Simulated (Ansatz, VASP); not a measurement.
# HfN in VASP and in Ansatz

```
Hf N
1.0
     0.00000    2.42164    2.42164
     2.42164    0.00000    2.42164
     2.42164    2.42164    0.00000
Hf N
1 1
Direct
  0.00000 0.00000 0.00000
  0.25000 0.25000 0.25000
```

Alike in both runs: task single point; functional PBE0; k mesh 6 × 6 × 6; occupations fermi-dirac, width 0.05 eV; no spin polarisation.

```csv
,VASP,Ansatz
version,VASP 6.6.1,Ansatz 0.2.0
potentials or method,"VASP PAW PBE potentials, release 64 (Hf_pv, N)",Ansatz PAW
plane-wave cutoff (eV),520,420
valence electrons in the cell,15,31
```

VASP gave:

* gap on the k mesh at the Fermi level (eV): none
* pressure (GPa): 3.9

Task: Estimate Ansatz's values.

Result: gap on the k mesh at the Fermi level (eV): none; pressure (GPa): 6.8.

A gap of «none» marks a metal or a gap that the smearing closes. VASP's potentials hold 15 valence electrons a cell and Ansatz's 31, so a difference there can come from the potentials and not from the codes.

The k mesh is coarse, so the values compare programs but aren't converged. Neither program's run includes spin-orbit coupling.
